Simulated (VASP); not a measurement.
# GdN (P4/nmm) in VASP: further runs

Runs on GdN. Level: PBE+U. Tasks: single point.

Everything below comes from runs of VASP 6.6.1. Logs are shortened: lines on timing, memory, paths and dates and some standing lists are left out, and cuts for length are marked.

## Step 1: The cell of the first run

It takes space group P4/nmm (No. 129, tetragonal). Conventional cell: a = 4.325 Å, b = 4.325 Å, c = 3.594 Å, α = 90.00°, β = 90.00°, γ = 90.00°. Gd (site symmetry 4mm) has 4 N at 2.33 Å within 3.1 Å. Within 3.1 Å of N (site symmetry -4m2) lie 4 Gd at 2.33 Å and 4 N at 3.06 Å.

## Step 2: Single point, PBE+U, collinear spin, ferromagnetic start

INCAR reads:

```
SYSTEM = GdN
PREC     = Accurate       ! precision mode
ENCUT    = 520            ! plane-wave cutoff, eV
EDIFF    = 1E-6           ! SCF threshold, eV
ISMEAR   = 0              ! smearing method
SIGMA    = 0.05           ! smearing width, eV
LREAL    = .FALSE.        ! projectors in reciprocal space
LASPH    = .TRUE.         ! aspherical terms in the spheres
NELM     = 150            ! most SCF steps
ALGO     = Normal         ! electronic algorithm
ISIF     = 2              ! what is computed and relaxed
LWAVE    = .FALSE.        ! write WAVECAR
LCHARG   = .TRUE.         ! write CHGCAR
ISPIN    = 2              ! spin polarisation
MAGMOM   = 7.56 7.56 0 0  ! initial moments
LORBIT   = 11             ! projections on sites
LMAXMIX  = 6              ! l up to which the mixer works
LDAU     = .TRUE.         ! DFT+U
LDAUTYPE = 2            
LDAUL    = 3 -1           ! shell
LDAUU    = 1 0            ! U, eV
LDAUJ    = 0 0          
LDAUPRINT= 1            
GGA      = PE             ! functional
LELF     = .TRUE.         ! ELF
LVHAR    = .TRUE.       
NBANDS   = 35             ! bands
```

KPOINTS reads:

```
regular mesh
0
G
  8 8 8
  0 0 0
```

POSCAR reads:

```
GdN
1.0
    4.3247826489      0.0000000000      0.0000000000
    0.0000000000      4.3247826489      0.0000000000
    0.0000000000      0.0000000000      3.5938191369
Gd N
2 2
Direct
    0.5000000000      0.0000000000      0.2439616392
    0.0000000000      0.5000000000      0.7560383608
    0.0000000000      0.0000000000      0.0000000000
    0.5000000000      0.5000000000      0.0000000000
```

Potentials or basis: VASP PAW PBE potentials, release 64 (Gd, N).

The run is started by

```console
$ cat potpaw_PBE.64/Gd/POTCAR potpaw_PBE.64/N/POTCAR > POTCAR
$ mpirun -np 1 vasp_std > vasp.out
```

OUTCAR:

```text
SYSTEM = GdN
   PREC = Accurate
   ENCUT = 520
   EDIFF = 1E-6
   ISMEAR = 0
   LREAL = .FALSE.
   LASPH = .TRUE.
   NELM = 150
   ISIF = 2
   ISPIN = 2
   LORBIT = 11
   GGA = PE

 ion  position               nearest neighbor table
   1  0.500  0.000  0.244-   3 2.33   4 2.33   4 2.33   3 2.33   2 3.53   2 3.53   2 3.53   2 3.53

   2  0.000  0.500  0.756-   3 2.33   4 2.33   3 2.33   4 2.33   1 3.53   1 3.53   1 3.53   1 3.53

   3  0.000  0.000  0.000-   1 2.33   2 2.33   2 2.33   1 2.33
   4  0.500  0.500  0.000-   1 2.33   2 2.33   1 2.33   2 2.33

  LATTYP: Found a simple tetragonal cell.
 ALAT       =     4.3247826489
 C/A-ratio  =     0.8309826016

  Lattice vectors:

 A1 = (   4.3247826489,   0.0000000000,   0.0000000000)
 A2 = (   0.0000000000,   4.3247826489,   0.0000000000)
 A3 = (   0.0000000000,   0.0000000000,   3.5938191369)

Analysis of symmetry for initial positions (statically):
=====================================================================
 Subroutine PRICEL returns:
 Original cell was already a primitive cell.

 Routine SETGRP: Setting up the symmetry group for a
 simple tetragonal supercell.

 Subroutine GETGRP returns: Found 16 space group operations
 (whereof  8 operations were pure point group operations)
 out of a pool of 16 trial point group operations.

The static configuration has the point symmetry D_2d.
 The point group associated with its full space group is D_4h.

Analysis of symmetry for dynamics (positions and initial velocities):
=====================================================================
 Subroutine PRICEL returns:
 Original cell was already a primitive cell.

 Routine SETGRP: Setting up the symmetry group for a
 simple tetragonal supercell.

 Subroutine GETGRP returns: Found 16 space group operations
 (whereof  8 operations were pure point group operations)
 out of a pool of 16 trial point group operations.

The dynamic configuration has the point symmetry D_2d.
 The point group associated with its full space group is D_4h.

Analysis of structural, dynamic, and magnetic symmetry:
=====================================================================
 Subroutine PRICEL returns:
 Original cell was already a primitive cell.

 Routine SETGRP: Setting up the symmetry group for a
 simple tetragonal supercell.

 Subroutine GETGRP returns: Found 16 space group operations
 (whereof  8 operations were pure point group operations)
 out of a pool of 16 trial point group operations.

The overall configuration has the point symmetry D_2d.
 The point group associated with its full space group is D_4h.

 Subroutine INISYM returns: Found 16 space group operations
 (whereof  8 operations are pure point group operations),
 and found     1 'primitive' translations

[... 174 lines left out ...]
  o =  0.9859  v =  0.0000  1.0000 -0.0000 -0.0000  0.0000 -0.0000  0.0000  0.0000  0.0000  0.0000  0.0000  0.0000  0.0000  0.0000      0.0000  0.0000  0.0000  0.0000  0.0000  0.0000  0.0000  0.0000  0.0000  0.0000  0.0000  0.0000  0.0000  0.0000
  o =  0.9891  v =  0.0000 -0.0000 -0.0000 -0.0000  0.9571 -0.0000  0.2897  0.0000  0.0000  0.0000  0.0000  0.0000  0.0000  0.0000      0.0000  0.0000  0.0000  0.0000  0.0000  0.0000  0.0000  0.0000  0.0000  0.0000  0.0000  0.0000  0.0000  0.0000
  o =  0.9891  v =  0.2897 -0.0000 -0.9571 -0.0000 -0.0000 -0.0000 -0.0000  0.0000  0.0000  0.0000  0.0000  0.0000  0.0000  0.0000      0.0000  0.0000  0.0000  0.0000  0.0000  0.0000  0.0000  0.0000  0.0000  0.0000  0.0000  0.0000  0.0000  0.0000
  o =  0.9899  v = -0.9571 -0.0000 -0.2897  0.0000  0.0000 -0.0000 -0.0000  0.0000  0.0000  0.0000  0.0000  0.0000  0.0000  0.0000      0.0000  0.0000  0.0000  0.0000  0.0000  0.0000  0.0000  0.0000  0.0000  0.0000  0.0000  0.0000  0.0000  0.0000
  o =  0.9899  v = -0.0000  0.0000 -0.0000  0.0000 -0.2897  0.0000  0.9571  0.0000  0.0000  0.0000  0.0000  0.0000  0.0000  0.0000      0.0000  0.0000  0.0000  0.0000  0.0000  0.0000  0.0000  0.0000  0.0000  0.0000  0.0000  0.0000  0.0000  0.0000
  o =  0.9913  v =  0.0000 -0.0000  0.0000 -0.0000 -0.0000 -1.0000  0.0000  0.0000  0.0000  0.0000  0.0000  0.0000  0.0000  0.0000      0.0000  0.0000  0.0000  0.0000  0.0000  0.0000  0.0000  0.0000  0.0000  0.0000  0.0000  0.0000  0.0000  0.0000

atom =   2  type =  1  l = 3

 onsite density matrix

spin component  1

  0.9899 -0.0000  0.0002  0.0000 -0.0000  0.0000  0.0000
 -0.0000  0.9859 -0.0000  0.0000 -0.0000 -0.0000 -0.0000
  0.0002 -0.0000  0.9892 -0.0000 -0.0000  0.0000 -0.0000
  0.0000  0.0000 -0.0000  0.9846  0.0000 -0.0000 -0.0000
 -0.0000 -0.0000 -0.0000  0.0000  0.9892  0.0000 -0.0002
  0.0000 -0.0000  0.0000 -0.0000  0.0000  0.9913  0.0000
  0.0000 -0.0000 -0.0000 -0.0000 -0.0002  0.0000  0.9899

spin component  2

  0.0234  0.0000  0.0056  0.0000  0.0000 -0.0000 -0.0000
  0.0000  0.0034 -0.0000  0.0000  0.0000 -0.0000 -0.0000
  0.0056 -0.0000  0.0116  0.0000 -0.0000 -0.0000 -0.0000
  0.0000  0.0000  0.0000  0.0050 -0.0000  0.0000  0.0000
  0.0000  0.0000 -0.0000 -0.0000  0.0116 -0.0000 -0.0056
 -0.0000 -0.0000 -0.0000  0.0000 -0.0000  0.0291 -0.0000
 -0.0000 -0.0000 -0.0000  0.0000 -0.0056 -0.0000  0.0234

 occupancies and eigenvectors

  o =  0.0034  v =  0.0000  0.0000  0.0000  0.0000  0.0000  0.0000  0.0000  0.0000  1.0000  0.0000  0.0000 -0.0000  0.0000  0.0000      0.0000  0.0000  0.0000  0.0000  0.0000  0.0000  0.0000  0.0000  0.0000  0.0000  0.0000  0.0000  0.0000  0.0000
  o =  0.0050  v =  0.0000  0.0000  0.0000  0.0000  0.0000  0.0000  0.0000  0.0000 -0.0000  0.0000  1.0000  0.0000 -0.0000  0.0000      0.0000  0.0000  0.0000  0.0000  0.0000  0.0000  0.0000  0.0000  0.0000  0.0000  0.0000  0.0000  0.0000  0.0000
  o =  0.0093  v =  0.0000  0.0000  0.0000  0.0000  0.0000  0.0000  0.0000  0.0000 -0.0000  0.0000 -0.0000  0.9288  0.0000  0.3707      0.0000  0.0000  0.0000  0.0000  0.0000  0.0000  0.0000  0.0000  0.0000  0.0000  0.0000  0.0000  0.0000  0.0000
  o =  0.0093  v =  0.0000  0.0000  0.0000  0.0000  0.0000  0.0000  0.0000 -0.3707  0.0000  0.9288  0.0000  0.0000 -0.0000 -0.0000      0.0000  0.0000  0.0000  0.0000  0.0000  0.0000  0.0000  0.0000  0.0000  0.0000  0.0000  0.0000  0.0000  0.0000
  o =  0.0257  v =  0.0000  0.0000  0.0000  0.0000  0.0000  0.0000  0.0000  0.0000  0.0000  0.0000  0.0000  0.3707 -0.0000 -0.9288      0.0000  0.0000  0.0000  0.0000  0.0000  0.0000  0.0000  0.0000  0.0000  0.0000  0.0000  0.0000  0.0000  0.0000
  o =  0.0257  v =  0.0000  0.0000  0.0000  0.0000  0.0000  0.0000  0.0000 -0.9288  0.0000 -0.3707 -0.0000 -0.0000  0.0000  0.0000      0.0000  0.0000  0.0000  0.0000  0.0000  0.0000  0.0000  0.0000  0.0000  0.0000  0.0000  0.0000  0.0000  0.0000
  o =  0.0291  v =  0.0000  0.0000  0.0000  0.0000  0.0000  0.0000  0.0000  0.0000 -0.0000  0.0000  0.0000  0.0000  1.0000 -0.0000      0.0000  0.0000  0.0000  0.0000  0.0000  0.0000  0.0000  0.0000  0.0000  0.0000  0.0000  0.0000  0.0000  0.0000
  o =  0.9846  v = -0.0000 -0.0000  0.0000  1.0000  0.0000  0.0000  0.0000  0.0000  0.0000  0.0000  0.0000  0.0000  0.0000  0.0000      0.0000  0.0000  0.0000  0.0000  0.0000  0.0000  0.0000  0.0000  0.0000  0.0000  0.0000  0.0000  0.0000  0.0000
  o =  0.9859  v =  0.0000 -1.0000 -0.0000 -0.0000  0.0000  0.0000  0.0000  0.0000  0.0000  0.0000  0.0000  0.0000  0.0000  0.0000      0.0000  0.0000  0.0000  0.0000  0.0000  0.0000  0.0000  0.0000  0.0000  0.0000  0.0000  0.0000  0.0000  0.0000
  o =  0.9891  v = -0.2897 -0.0000  0.9571 -0.0000  0.0000  0.0000  0.0000  0.0000  0.0000  0.0000  0.0000  0.0000  0.0000  0.0000      0.0000  0.0000  0.0000  0.0000  0.0000  0.0000  0.0000  0.0000  0.0000  0.0000  0.0000  0.0000  0.0000  0.0000
  o =  0.9891  v =  0.0000  0.0000 -0.0000 -0.0000  0.9571 -0.0000  0.2897  0.0000  0.0000  0.0000  0.0000  0.0000  0.0000  0.0000      0.0000  0.0000  0.0000  0.0000  0.0000  0.0000  0.0000  0.0000  0.0000  0.0000  0.0000  0.0000  0.0000  0.0000
  o =  0.9899  v = -0.9571  0.0000 -0.2897 -0.0000 -0.0000  0.0000  0.0001  0.0000  0.0000  0.0000  0.0000  0.0000  0.0000  0.0000      0.0000  0.0000  0.0000  0.0000  0.0000  0.0000  0.0000  0.0000  0.0000  0.0000  0.0000  0.0000  0.0000  0.0000
  o =  0.9899  v =  0.0001  0.0000  0.0000  0.0000 -0.2897  0.0000  0.9571  0.0000  0.0000  0.0000  0.0000  0.0000  0.0000  0.0000      0.0000  0.0000  0.0000  0.0000  0.0000  0.0000  0.0000  0.0000  0.0000  0.0000  0.0000  0.0000  0.0000  0.0000
  o =  0.9913  v = -0.0000 -0.0000 -0.0000  0.0000 -0.0000 -1.0000  0.0000  0.0000  0.0000  0.0000  0.0000  0.0000  0.0000  0.0000      0.0000  0.0000  0.0000  0.0000  0.0000  0.0000  0.0000  0.0000  0.0000  0.0000  0.0000  0.0000  0.0000  0.0000

 number of electron      45.9999979 magnetization      14.0024590

 Free energy of the ion-electron system (eV)
  ---------------------------------------------------
  ext. energy  EPLUGINS =         0.00000000
  ---------------------------------------------------
  free energy    TOTEN  =       -44.74916901 eV

  energy without entropy =      -44.74916900  energy(sigma->0) =      -44.74916900

 E-fermi :   3.9969     XC(G=0): -11.0474

 val. band max:        3.8434640090   @ k =   0.2500   0.2500   0.0000
 cond. band min:       4.1392481189   @ k =   0.0000   0.0000   0.0000
 fundamental gap:      0.2957841098
 Fermi energy:         3.9969285033

 spin component 1

 k-point     1 :       0.0000    0.0000    0.0000
  band No.  band energies     occupation
      1     -40.4041      1.00000
      2     -40.2897      1.00000
      3     -18.0667      1.00000
      4     -18.0667      1.00000
      5     -17.9958      1.00000
      6     -17.5896      1.00000
[... 1817 lines left out ...]
     34       7.5852      0.00000
     35       8.7274      0.00000

 [... further k-points ...]

------------------------ aborting loop because EDIFF is reached ----------------------------------------

  FORCE on cell =-STRESS in cart. coord.  units (eV):
  Direction    XX          YY          ZZ          XY          YZ          ZX
  --------------------------------------------------------------------------------------
  -------------------------------------------------------------------------------------
  Total       -0.5540324     -0.5540324     -0.2531262      0.0000000      0.0000000      0.0000000
  in kB      -13.2056861    -13.2056861     -6.0334098      0.0000000      0.0000000      0.0000000
  external PRESSURE =     -10.8149273 kB  Pullay stress =       0.0000000 kB

 VOLUME and BASIS-vectors are now :
 -----------------------------------------------------------------------------
  energy-cutoff  :      520.00
  volume of cell :       67.22
      direct lattice vectors                 reciprocal lattice vectors
     4.324782649  0.000000000  0.000000000     0.231225493  0.000000000  0.000000000
     0.000000000  4.324782649  0.000000000     0.000000000  0.231225493  0.000000000
     0.000000000  0.000000000  3.593819137     0.000000000  0.000000000  0.278255516

 POSITION                                       TOTAL-FORCE (eV/Angst)
 -----------------------------------------------------------------------------------
      2.16239      0.00000      0.87675         0.000000      0.000000     -0.023175
      0.00000      2.16239      2.71707        -0.000000      0.000000      0.023175
      0.00000      0.00000      0.00000         0.000000     -0.000000      0.000000
      2.16239      2.16239      0.00000         0.000000      0.000000      0.000000
 -----------------------------------------------------------------------------------
    total drift:                                0.000000      0.000000     -0.000000

  FREE ENERGIE OF THE ION-ELECTRON SYSTEM (eV)
  ---------------------------------------------------
  free  energy   TOTEN  =       -44.7491690129 eV

  energy  without entropy=      -44.7491689956  energy(sigma->0) =      -44.74916900

 total charge

# of ion       s       p       d       f       tot
--------------------------------------------------
    1        2.038   5.625   0.598   7.020  15.281
    2        2.038   5.625   0.598   7.020  15.281
    3        1.264   2.380   0.000   0.000   3.644
    4        1.264   2.380   0.000   0.000   3.644
--------------------------------------------------
tot          6.604  16.009   1.196  14.040  37.849

 magnetization (x)

# of ion       s       p       d       f       tot
--------------------------------------------------
    1       -0.003  -0.081   0.070   6.807   6.794
    2       -0.003  -0.081   0.070   6.807   6.794
    3       -0.005  -0.044   0.000   0.000  -0.048
    4       -0.005  -0.044   0.000   0.000  -0.048
--------------------------------------------------
tot         -0.015  -0.250   0.141  13.614  13.490
```

Wall time 7.4 min (1 thread of Intel Xeon Platinum 8488C (Sapphire Rapids), shared host); peak memory 0.4 GiB.

What came out:

```yaml
Free_energy: -44.7492 eV
Pressure: -1.1 GPa
Largest_force: 0.023 eV/Å
Band_gap_on_the_k_mesh: 0.30 eV (least direct gap 0.57 eV)
Net_moment: 14.00 μB per cell
Site_moments: Gd +6.79; N -0.05 μB
Valence_electrons_inside_the_program's_atomic_spheres: Gd 15.28; N 3.64
```

Forces on the atoms (eV/Å):
```
Gd   0.000  0.000 -0.023
Gd   0.000  0.000  0.023
N    0.000  0.000  0.000
N    0.000  0.000  0.000
```

Stress tensor (GPa, compression positive):
```
-1.32  0.00  0.00
 0.00 -1.32  0.00
 0.00  0.00 -0.60
```

Eigenvalues of the final occupation matrices:
```csv
site,spin,trace,eigenvalues
site 1 f,1,6.92,0.98 0.99 0.99 0.99 0.99 0.99 0.99
site 1 f,2,0.11,0.00 0.01 0.01 0.01 0.03 0.03 0.03
site 2 f,1,6.92,0.98 0.99 0.99 0.99 0.99 0.99 0.99
site 2 f,2,0.11,0.00 0.01 0.01 0.01 0.03 0.03 0.03
```

Caveat: spin-orbit coupling is left out, which moves the levels of the heavy elements. A k mesh can miss the band edges.

## Step 3: Single point, PBE+U, collinear spin, ferromagnetic start (17.14 Å³/atom)

This run uses another cell than the first one, of 17.14 Å³/atom.

INCAR reads:

```
ALGO = Normal
EDIFF = 1E-6
ENCUT = 520
GGA = PE
ISIF = 2
ISMEAR = 0
ISPIN = 2
LASPH = True
LCHARG = True
LDAU = True
LDAUJ = 0 0
LDAUL = 3 -1
LDAUPRINT = 1
LDAUTYPE = 2
LDAUU = 6 0
LELF = True
LMAXMIX = 6
LORBIT = 11
LREAL = False
LVHAR = True
LWAVE = False
MAGMOM = 7.56 7.56 -0.12 -0.12
NBANDS = 35
NELM = 150
PREC = Accurate
SIGMA = 0.05
```

KPOINTS reads:

```
k-points
0
Gamma
  8 8 8
```

POSCAR reads:

```
GdN
1.0
    4.3377235574      0.0000000000      0.0000000000
    0.0000000000      4.3377235574      0.0000000000
    0.0000000000      0.0000000000      3.6438561061
Gd N
2 2
Direct
    0.5000000000      0.0000000000      0.2380734071
    0.0000000000      0.5000000000      0.7619265929
    0.0000000000      0.0000000000      0.0000000000
    0.5000000000      0.5000000000      0.0000000000
```

Potentials or basis: VASP PAW PBE potentials, release 64 (Gd, N).

The run is started by

```console
$ cat potpaw_PBE.64/Gd/POTCAR potpaw_PBE.64/N/POTCAR > POTCAR
$ mpirun -np 1 vasp_std > vasp.out
```

Wall time 4.3 min (1 thread of Intel Xeon 6975P-C (Granite Rapids), shared host); peak memory 0.39 GiB.

It converged, with:

```
Free energy                                           : -44.0383 eV
Pressure                                              : -0.6 GPa
Largest force                                         : 0.045 eV/Å
Band gap on the k mesh                                : 0.16 eV (least direct gap 0.49 eV)
Net moment                                            : 14.00 μB per cell
Site moments                                          : Gd +6.86; N -0.08 μB
Valence electrons inside the program's atomic spheres : Gd 15.26; N 3.65
```

Forces in eV/Å, atoms in the order of the input:
```
Gd   0.000  0.000  0.045
Gd   0.000  0.000 -0.045
N    0.000  0.000  0.000
N    0.000  0.000  0.000
```

Stress tensor (GPa, compression positive):
```
-0.52  0.00  0.00
 0.00 -0.52  0.00
 0.00  0.00 -0.82
```

Levels at points of the mesh, in eV from the valence-band top:
Spin up:
```
           k point  band 27  band 28  band 29  band 30  band 31  band 32  band 33  band 34
(0.00, 0.00, 0.00)    -2.18    -1.41    -0.33    -0.33     0.16     1.19     3.01     3.83
(0.50, 0.00, 0.00)    -1.89    -1.89    -1.32    -1.32     0.86     0.86     3.15     3.17
(0.50, 0.50, 0.00)    -1.77    -1.77    -0.39    -0.39     1.02     1.02     1.54     1.54
(0.00, 0.00, 0.50)    -2.80    -2.80    -1.25    -1.25     3.01     3.79     3.88     3.88
(0.50, 0.00, 0.50)    -2.78    -2.78    -2.04    -2.04     3.29     3.29     4.10     4.10
(0.50, 0.50, 0.50)    -2.33    -2.33    -1.52    -1.52     2.30     2.30     3.02     3.02
```
Spin down:
| k point | band 12 | band 13 | band 14 | band 15 | band 16 | band 17 | band 18 | band 19 | band 20 | band 21 |
| --- | --- | --- | --- | --- | --- | --- | --- | --- | --- | --- |
| (0.00, 0.00, 0.00) | -1.91 | -1.91 | -1.39 | -0.59 | -0.59 | 0.62 | 1.90 | 3.40 | 3.63 | 3.95 |
| (0.50, 0.00, 0.00) | -2.74 | -1.72 | -1.72 | -1.48 | -1.48 | 1.33 | 1.33 | 3.40 | 3.40 | 3.46 |
| (0.50, 0.50, 0.00) | -4.04 | -1.80 | -1.80 | -0.78 | -0.78 | 1.57 | 1.57 | 2.19 | 2.19 | 4.23 |
| (0.00, 0.00, 0.50) | -3.05 | -2.54 | -2.54 | -1.38 | -1.38 | 3.28 | 3.69 | 4.05 | 4.19 | 4.29 |
| (0.50, 0.00, 0.50) | -2.79 | -2.57 | -2.57 | -2.07 | -2.07 | 3.58 | 3.58 | 3.97 | 3.97 | 4.09 |
| (0.50, 0.50, 0.50) | -2.88 | -2.25 | -2.25 | -1.61 | -1.61 | 2.72 | 2.72 | 3.19 | 3.19 | 4.14 |

Eigenvalues of the final occupation matrices:
```csv
site,spin,trace,eigenvalues
site 1 f,1,6.94,0.99 0.99 0.99 0.99 0.99 0.99 0.99
site 1 f,2,0.05,0.00 0.00 0.00 0.00 0.01 0.01 0.01
site 2 f,1,6.94,0.99 0.99 0.99 0.99 0.99 0.99 0.99
site 2 f,2,0.05,0.00 0.00 0.00 0.00 0.01 0.01 0.01
```

Caveat: spin-orbit coupling is left out, which moves the levels of the heavy elements. A k mesh can miss the band edges.

[end of part 1 of 2]
